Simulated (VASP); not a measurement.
# PrAlF (P4/mmm) in VASP: a series of runs

The runs below take PrAlF through single point, relaxation of cell and atoms, with PBE.

All numbers are computed with VASP 6.6.1; they aren't measurements. Logs are shortened: lines on timing, memory, paths and dates and some standing lists are left out, and cuts for length are marked.

## Step 1: The cell of the first run

Symmetry: P4/mmm, No. 123, tetragonal system. The conventional cell has a = 3.307 Å, b = 3.307 Å, c = 4.645 Å, α = 90.00°, β = 90.00°, γ = 90.00°. Within 3.1 Å of Pr (site symmetry 4/mmm) lie 2 Al at 2.32 Å and 4 F at 2.34 Å. Al (site symmetry 4/mmm) has 2 Pr at 2.32 Å within 3.1 Å. Within 3.1 Å of F (site symmetry 4/mmm) lie 4 Pr at 2.34 Å.

The cell was generated, and may not be a known phase.

## Step 2: Single point, PBE

Contents of INCAR:

```
PREC     = Accurate       # precision mode
ENCUT    = 600            # plane-wave cutoff, eV
EDIFF    = 1E-6           # SCF threshold, eV
ISMEAR   = 0              # smearing method
SIGMA    = 0.1            # smearing width, eV
LREAL    = False          # projectors in reciprocal space
LASPH    = True           # aspherical terms in the spheres
NELM     = 200            # most SCF steps
ALGO     = Normal         # electronic algorithm
ISIF     = 2              # what is computed and relaxed
LWAVE    = False          # write WAVECAR
LCHARG   = False          # write CHGCAR
GGA      = PE             # functional
NBANDS   = 18             # bands
GGA_COMPAT= False        
LMAXMIX  = 6              # l up to which the mixer works
```

Contents of KPOINTS:

```
Automatic mesh
0
Gamma
  6 6 4
```

Contents of POSCAR:

```
PrAlF
1.0
    3.3066519800      0.0000000000      0.0000000000
    0.0000000000      3.3066519800      0.0000000000
    0.0000000000      0.0000000000      4.6448524900
Pr Al F
1 1 1
Direct
    0.5000000000      0.5000000000      0.0000000000
    0.5000000000      0.5000000000      0.5000000000
    0.0000000000      0.0000000000      0.0000000000
```

Potentials or basis: VASP PAW PBE potentials, release 64 (Pr_3, Al, F), 4f in core.

Run with:

```sh
cat potpaw_PBE.64/Pr_3/POTCAR potpaw_PBE.64/Al/POTCAR potpaw_PBE.64/F/POTCAR > POTCAR
mpirun -np 1 vasp_std > vasp.out
```

OUTCAR:

```text
PREC = Accurate
   ENCUT = 600
   EDIFF = 1E-6
   ISMEAR = 0
   LREAL = False
   LASPH = True
   NELM = 200
   ISIF = 2
   GGA = PE

 ion  position               nearest neighbor table
   1  0.500  0.500  0.000-   2 2.32   2 2.32   3 2.34   3 2.34   3 2.34   3 2.34
   2  0.500  0.500  0.500-   1 2.32   1 2.32
   3  0.000  0.000  0.000-   1 2.34   1 2.34   1 2.34   1 2.34

  LATTYP: Found a simple tetragonal cell.
 ALAT       =     3.3066519800
 C/A-ratio  =     1.4046995324

  Lattice vectors:

 A1 = (   3.3066519800,   0.0000000000,   0.0000000000)
 A2 = (   0.0000000000,   3.3066519800,   0.0000000000)
 A3 = (   0.0000000000,   0.0000000000,   4.6448524900)

Analysis of symmetry for initial positions (statically):
=====================================================================
 Subroutine PRICEL returns:
 Original cell was already a primitive cell.

 Routine SETGRP: Setting up the symmetry group for a
 simple tetragonal supercell.

 Subroutine GETGRP returns: Found 16 space group operations
 (whereof 16 operations were pure point group operations)
 out of a pool of 16 trial point group operations.

The static configuration has the point symmetry D_4h.

Analysis of symmetry for dynamics (positions and initial velocities):
=====================================================================
 Subroutine PRICEL returns:
 Original cell was already a primitive cell.

 Routine SETGRP: Setting up the symmetry group for a
 simple tetragonal supercell.

 Subroutine GETGRP returns: Found 16 space group operations
 (whereof 16 operations were pure point group operations)
 out of a pool of 16 trial point group operations.

The dynamic configuration has the point symmetry D_4h.

 Subroutine INISYM returns: Found 16 space group operations
 (whereof 16 operations are pure point group operations),
 and found     1 'primitive' translations

----------------------------------------------------------------------------------------

                                     Primitive cell

  volume of cell :      50.7866

  direct lattice vectors                    reciprocal lattice vectors
     3.306651980  0.000000000  0.000000000     0.302420698  0.000000000  0.000000000
     0.000000000  3.306651980  0.000000000     0.000000000  0.302420698  0.000000000
     0.000000000  0.000000000  4.644852490     0.000000000  0.000000000  0.215292090

  length of vectors
     3.306651980  3.306651980  4.644852490     0.302420698  0.302420698  0.215292090

  position of ions in fractional coordinates (direct lattice)
     0.500000000  0.500000000  0.000000000
     0.500000000  0.500000000  0.500000000
     0.000000000  0.000000000  0.000000000

  ion indices of the primitive-cell ions
   primitive index   ion index
                 1           1
                 2           2
                 3           3

----------------------------------------------------------------------------------------

 KPOINTS: Automatic mesh

Automatic generation of k-mesh.
 Grid dimensions read from file:
 generate k-points for:    6    6    4

 Generating k-lattice:

  Cartesian coordinates                     Fractional coordinates (reciprocal lattice)
     0.050403450  0.000000000  0.000000000     0.166666667  0.000000000  0.000000000
     0.000000000  0.050403450  0.000000000     0.000000000  0.166666667  0.000000000
     0.000000000  0.000000000  0.053823022     0.000000000  0.000000000  0.250000000

  Length of vectors
     0.050403450  0.050403450  0.053823022

  Shift w.r.t. Gamma in fractional coordinates (k-lattice)
     0.000000000  0.000000000  0.000000000

 Subroutine IBZKPT returns following result:
 ===========================================

 Found     30 irreducible k-points:

 Following reciprocal coordinates:
            Coordinates               Weight
  0.000000  0.000000  0.000000      1.000000
  0.166667  0.000000  0.000000      4.000000
  0.333333  0.000000  0.000000      4.000000
  0.500000  0.000000  0.000000      2.000000
  0.166667  0.166667  0.000000      4.000000
  0.333333  0.166667  0.000000      8.000000
[... 16 lines left out ...]
  0.333333  0.000000  0.500000      4.000000
  0.500000  0.000000  0.500000      2.000000
 [... further k-points ...]
   k-points           NKPTS =     30   k-points in BZ     NKDIM =     30   number of bands    NBANDS=     18
   number of dos      NEDOS =    301   number of ions     NIONS =      3
   total plane-waves  NPLWV =  31360
   dimension x,y,z NGX =    28 NGY =   28 NGZ =   40
   dimension x,y,z NGXF=    56 NGYF=   56 NGZF=   80
   ions per type =               1   1   1
   NGX,Y,Z   is equivalent  to a cutoff of  14.08, 14.08, 14.32 a.u.
   NGXF,Y,Z  is equivalent  to a cutoff of  28.15, 28.15, 28.63 a.u.
 SYSTEM =  unknown system
   PREC   = accura    normal or accurate (medium, high low for compatibility)
   ISTART =      0    job   : 0-new  1-cont  2-samecut
   ICHARG =      2    charge: 1-file 2-atom 10-const
   ISPIN  =      1    spin polarized calculation?
   LNONCOLLINEAR =      F non collinear calculations
   LSORBIT =      F    spin-orbit coupling
   LASPH  =      T    aspherical Exc in radial PAW
   ENCUT  =  600.0 eV  44.10 Ry    6.64 a.u.   6.60  6.60  9.28*2*pi/ulx,y,z
   NELM   =    200;   NELMIN=  2; NELMDL= -5     # of ELM steps
   EDIFF  = 0.1E-05   stopping-criterion for ELM
   LREAL  =      F    real-space projection
   EDIFFG = 0.1E-04   stopping-criterion for IOM
   NSW    =      0    number of steps for IOM
   IBRION =     -1    ionic relax: 0-MD 1-quasi-New 2-CG
   NFREE  =      0    steps in history (QN), initial steepest desc. (CG)
   ISIF   =      2    stress and relaxation
   ISYM   =      2    0-nonsym 1-usesym 2-fastsym
   POTIM  = 0.5000    time-step for ionic-motion
   TEBEG  =    0.0;   TEEND  =   0.0 temperature during run
   PSTRESS=    0.0 pullay stress
   NELECT =      21.0000    total number of electrons
   NUPDOWN=      -1.0000    fix difference up-down
   EMIN   =  10.00;   EMAX   =-10.00  energy-range for DOS
   EFERMI =   0.00;   METHOD = LEGACY
   ISMEAR =     0;   SIGMA  =   0.10  broadening in eV -4-tet -1-fermi 0-gaus
   EFERMI_NEDOS =   21; number of points for ismear=-14 and -15
   IALGO  =     38    algorithm
   IMIX   =      4    mixing-type and parameters
     AMIX     =   0.40;   BMIX     =  1.00
     AMIX_MAG =   1.60;   BMIX_MAG =  1.00
  volume/ion in A,a.u.               =      16.93       114.24
  Fermi-wavevector in a.u.,A,eV,Ry     =   1.219640  2.304785 20.238959  1.487522
  Thomas-Fermi vector in A             =   2.354885
   LORBIT       =      0    0 simple, 1 ext, 2 COOP (PROOUT), +10 PAW based schemes
   GGA     = PE    functional components
   LHFCALC =     F    Hartree Fock is set to
   AEXX    =    0.0000 exact exchange contribution
   IVDW    =     0    specifies the selected vdW correction
   LEPSILON=     F    determine dielectric tensor
   LRPA    =     F    only Hartree local field effects (RPA)
 non-spin polarized calculation
 Gauss-broadening in eV      SIGMA  =   0.10
  energy-cutoff  :      600.00
  volume of cell :       50.79
 maximum number of plane-waves:      1715
 NGX is ok and might be reduce to    28
   NGX = 13   NGY = 13   NGZ = 19

 number of electron      21.0000014 magnetization

 Free energy of the ion-electron system (eV)
  ---------------------------------------------------
  ext. energy  EPLUGINS =         0.00000000
  ---------------------------------------------------
  free energy    TOTEN  =       -10.25689815 eV

  energy without entropy =      -10.25043279  energy(sigma->0) =      -10.25366547

 E-fermi :   6.1548     XC(G=0): -10.5364

 val. band max:        6.0971962714   @ k =   0.5000   0.1667   0.0000
 cond. band min:       6.1940234084   @ k =   0.1667   0.0000   0.2500
 fundamental gap:      0.0968271371
 Fermi energy:         6.1548024808

 k-point     1 :       0.0000    0.0000    0.0000
  band No.  band energies     occupation
      1     -30.6702      2.00000
      2     -20.0679      2.00000
      3     -13.4602      2.00000
      4     -12.0943      2.00000
      5     -12.0943      2.00000
      6      -1.1594      2.00000
[... 10 lines left out ...]
     17      11.5414      0.00000
     18      13.7934      0.00000

 k-point     2 :       0.1667    0.0000    0.0000
  band No.  band energies     occupation
      1     -30.6050      2.00000
      2     -20.2581      2.00000
      3     -13.4018      2.00000
      4     -12.0927      2.00000
      5     -11.9896      2.00000
      6      -1.5605      2.00000
[... 10 lines left out ...]
     17      12.1108      0.00000
     18      14.1483      0.00000

 k-point     3 :       0.3333    0.0000    0.0000
  band No.  band energies     occupation
      1     -30.4693      2.00000
      2     -20.6396      2.00000
      3     -13.2812      2.00000
      4     -12.0620      2.00000
      5     -11.7647      2.00000
      6      -2.4329      2.00000
[... 10 lines left out ...]
     17      13.0866      0.00000
     18      15.3278      0.00000

 k-point     4 :       0.5000    0.0000    0.0000
  band No.  band energies     occupation
      1     -30.3987      2.00000
      2     -20.8309      2.00000
      3     -13.2187      2.00000
      4     -12.0340      2.00000
      5     -11.6429      2.00000
      6      -2.8226      2.00000
[... 10 lines left out ...]
     17      13.1720      0.00000
     18      16.9812      0.00000

 k-point     5 :       0.1667    0.1667    0.0000
  band No.  band energies     occupation
      1     -30.5442      2.00000
      2     -20.3661      2.00000
      3     -13.3464      2.00000
      4     -12.5119      2.00000
      5     -11.7107      2.00000
      6      -2.3773      2.00000
[... 10 lines left out ...]
     17      12.1863      0.00000
     18      15.4383      0.00000

 k-point     6 :       0.3333    0.1667    0.0000
  band No.  band energies     occupation
      1     -30.4182      2.00000
      2     -20.6012      2.00000
      3     -13.2321      2.00000
      4     -12.6546      2.00000
      5     -11.8570      2.00000
      6      -2.6484      2.00000
[... 10 lines left out ...]
     17      12.7133      0.00000
     18      16.0414      0.00000

 k-point     7 :       0.5000    0.1667    0.0000
  band No.  band energies     occupation
      1     -30.3528      2.00000
      2     -20.7278      2.00000
      3     -13.1730      2.00000
      4     -12.4475      2.00000
      5     -12.2130      2.00000
      6      -2.2130      2.00000
[... 10 lines left out ...]
     17      14.1778      0.00000
     18      15.1728      0.00000

 k-point     8 :       0.3333    0.3333    0.0000
  band No.  band energies     occupation
      1     -30.3130      2.00000
      2     -20.5323      2.00000
      3     -13.2470      2.00000
      4     -13.1312      2.00000
      5     -12.5389      2.00000
      6      -1.9448      2.00000
[... 10 lines left out ...]
     17      13.6382      0.00000
     18      14.6362      0.00000
[... 229 lines left out ...]
     17      12.3911      0.00000
     18      16.5140      0.00000

 k-point    20 :       0.5000    0.5000    0.2500
  band No.  band energies     occupation
      1     -30.2047      2.00000
      2     -20.3787      2.00000
      3     -13.5706      2.00000
      4     -13.5706      2.00000
      5     -13.1196      2.00000
      6      -1.2644      2.00000
[... 10 lines left out ...]
     17      14.2869      0.00000
     18      16.9651      0.00000

 k-point    21 :       0.0000    0.0000    0.5000
  band No.  band energies     occupation
      1     -30.6572      2.00000
      2     -20.0661      2.00000
      3     -13.6878      2.00000
      4     -12.0914      2.00000
      5     -12.0914      2.00000
      6      -1.4180      2.00000
[... 10 lines left out ...]
     17      16.1598      0.00000
     18      16.4608      0.00000

 k-point    22 :       0.1667    0.0000    0.5000
  band No.  band energies     occupation
      1     -30.5920      2.00000
      2     -20.2562      2.00000
      3     -13.6222      2.00000
      4     -12.0878      2.00000
      5     -11.9870      2.00000
      6      -1.5529      2.00000
[... 10 lines left out ...]
     17      14.7031      0.00000
     18      16.0850      0.00000

 k-point    23 :       0.3333    0.0000    0.5000
  band No.  band energies     occupation
      1     -30.4565      2.00000
      2     -20.6373      2.00000
      3     -13.4861      2.00000
      4     -12.0536      2.00000
      5     -11.7626      2.00000
      6      -2.4146      2.00000
[... 10 lines left out ...]
     17      14.7061      0.00000
     18      14.9565      0.00000

 k-point    24 :       0.5000    0.0000    0.5000
  band No.  band energies     occupation
      1     -30.3858      2.00000
      2     -20.8285      2.00000
      3     -13.4154      2.00000
      4     -12.0241      2.00000
      5     -11.6411      2.00000
      6      -2.8049      2.00000
[... 10 lines left out ...]
     17      15.0726      0.00000
     18      15.7740      0.00000

 [... further k-points ...]

------------------------ aborting loop because EDIFF is reached ----------------------------------------

  FORCE on cell =-STRESS in cart. coord.  units (eV):
  Direction    XX          YY          ZZ          XY          YZ          ZX
  --------------------------------------------------------------------------------------
  -------------------------------------------------------------------------------------
  Total        4.3662475      4.3662475     29.3915884      0.0000000      0.0000000      0.0000000
  in kB      137.7431569    137.7431569    927.2241521      0.0000000      0.0000000      0.0000000
  external PRESSURE =     400.9034886 kB  Pullay stress =       0.0000000 kB

 VOLUME and BASIS-vectors are now :
 -----------------------------------------------------------------------------
  energy-cutoff  :      600.00
  volume of cell :       50.79
      direct lattice vectors                 reciprocal lattice vectors
     3.306651980  0.000000000  0.000000000     0.302420698  0.000000000  0.000000000
     0.000000000  3.306651980  0.000000000     0.000000000  0.302420698  0.000000000
     0.000000000  0.000000000  4.644852490     0.000000000  0.000000000  0.215292090

 POSITION                                       TOTAL-FORCE (eV/Angst)
 -----------------------------------------------------------------------------------
      1.65333      1.65333      0.00000         0.000000      0.000000      0.000000
      1.65333      1.65333      2.32243         0.000000      0.000000      0.000000
      0.00000      0.00000      0.00000         0.000000      0.000000      0.000000
 -----------------------------------------------------------------------------------
    total drift:                               -0.000000      0.000000     -0.000000

  FREE ENERGIE OF THE ION-ELECTRON SYSTEM (eV)
  ---------------------------------------------------
  free  energy   TOTEN  =       -10.2568981518 eV

  energy  without entropy=      -10.2504327911  energy(sigma->0) =      -10.25366547
```

It took 23 s on 1 thread of Intel Xeon Platinum 8375C at 2.90GHz (Ice Lake), shared host; peak memory 0.2 GiB.

Results:

```yaml
Free_energy: -10.2569 eV
Pressure: 40.1 GPa
Band_gap_on_the_k_mesh: zero (an odd number of electrons rules out a gap without spin polarisation)
```

Stress tensor (GPa, compression positive):
```
13.77  0.00  0.00
 0.00 13.77  0.00
 0.00  0.00 92.72
```

Levels at points of the mesh, in eV from the Fermi level:
```tsv
k point	band 9	band 10	band 11	band 12	band 13	band 14
(0.00, 0.00, 0.00)	-7.12	-1.66	1.37	2.50	2.50	4.08
(0.50, 0.00, 0.00)	-5.24	-1.93	0.17	2.15	3.13	5.38
(0.50, 0.50, 0.00)	-3.46	-0.81	-0.81	-0.13	-0.13	2.00
(0.00, 0.00, 0.50)	-4.26	-1.93	-1.46	1.29	1.29	2.22
(0.50, 0.00, 0.50)	-2.60	-2.30	-0.98	2.16	2.43	4.88
(0.50, 0.50, 0.50)	-2.97	-2.97	-0.28	0.89	3.64	3.94
```

Caveat: the stress differs along the axes, from 14 to 93 GPa; spin-orbit coupling is left out, which moves the levels of the heavy elements; the 4f electrons are frozen in the core, so they carry no moment and show no levels; an odd number of electrons without spin polarisation forces a metal; a magnetic or distorted state may lie lower; the run has no spin polarisation, though such a crystal can be magnetic. Spin polarisation is off, so any magnetic state and its effect on volume and gap are missing.

## Step 3: Single point, PBE

This run uses another cell than the first one, of 24.94 Å³/atom.

Contents of INCAR:

```
SYSTEM = PrAlF
PREC = Accurate
ENCUT = 600
EDIFF = 1E-6
ISMEAR = 0
SIGMA = 0.1
LREAL = .FALSE.
LASPH = .TRUE.
NELM = 200
ALGO = Normal
ISIF = 2
LWAVE = .FALSE.
LCHARG = .FALSE.
GGA = PE
NBANDS = 18
GGA_COMPAT = .FALSE.
LMAXMIX = 6
```

Contents of KPOINTS:

```
regular mesh
0
G
  6 6 4
  0 0 0
```

Contents of POSCAR:

```
PrAlF
1.0
    3.4715508374      0.0000000000      0.0000000000
    0.0000000000      3.4715508374      0.0000000000
    0.0000000000      0.0000000000      6.2075057773
Pr Al F
1 1 1
Direct
    0.5000000000      0.5000000000      0.0000000000
    0.5000000000      0.5000000000      0.5000000000
    0.0000000000      0.0000000000      0.0000000000
```

Potentials or basis: VASP PAW PBE potentials, release 64 (Pr_3, Al, F), 4f in core.

Run with:

```sh
cat potpaw_PBE.64/Pr_3/POTCAR potpaw_PBE.64/Al/POTCAR potpaw_PBE.64/F/POTCAR > POTCAR
mpirun -np 1 vasp_std > vasp.out
```

Wall time 33 s (1 thread of Intel Xeon Platinum 8375C at 2.90GHz (Ice Lake), shared host); peak memory 0.22 GiB.

The run converged. Its results:

```yaml
Free_energy: -13.9697 eV
Pressure: -0.1 GPa
Band_gap_on_the_k_mesh: zero (an odd number of electrons rules out a gap without spin polarisation)
```

Stress tensor (GPa, compression positive):
```
-0.11  0.00  0.00
 0.00 -0.11  0.00
 0.00  0.00  0.05
```

Levels at points of the mesh, in eV from the Fermi level:
```csv
k point,band 7,band 8,band 9,band 10,band 11,band 12,band 13,band 14,band 15,band 16
"(0.00, 0.00, 0.00)",-7.29,-7.16,-6.05,-1.42,-0.05,1.48,2.71,3.00,3.00,4.22
"(0.50, 0.00, 0.00)",-8.51,-7.46,-4.21,-1.40,0.40,1.42,1.75,3.56,3.72,5.88
"(0.50, 0.50, 0.00)",-7.02,-7.02,-2.42,-0.04,-0.04,0.29,0.29,2.20,3.17,4.44
"(0.00, 0.00, 0.50)",-7.29,-7.24,-5.28,-2.39,-1.41,1.52,2.64,2.64,4.23,6.44
"(0.50, 0.00, 0.50)",-8.51,-7.48,-3.48,-1.67,-1.05,1.79,2.42,3.00,3.33,5.91
"(0.50, 0.50, 0.50)",-7.02,-7.02,-1.35,-1.07,-1.07,0.05,2.58,2.69,2.69,3.78
```

Caveat: spin-orbit coupling is left out, which moves the levels of the heavy elements; the 4f electrons are frozen in the core, so they carry no moment and show no levels; an odd number of electrons without spin polarisation forces a metal; a magnetic or distorted state may lie lower; the run has no spin polarisation, though such a crystal can be magnetic. Spin polarisation is off, so any magnetic state and its effect on volume and gap are missing.

(Part 1 of 2 ends here.)

The gap in the log of VASP goes by the Fermi energy; the results here count the filled bands.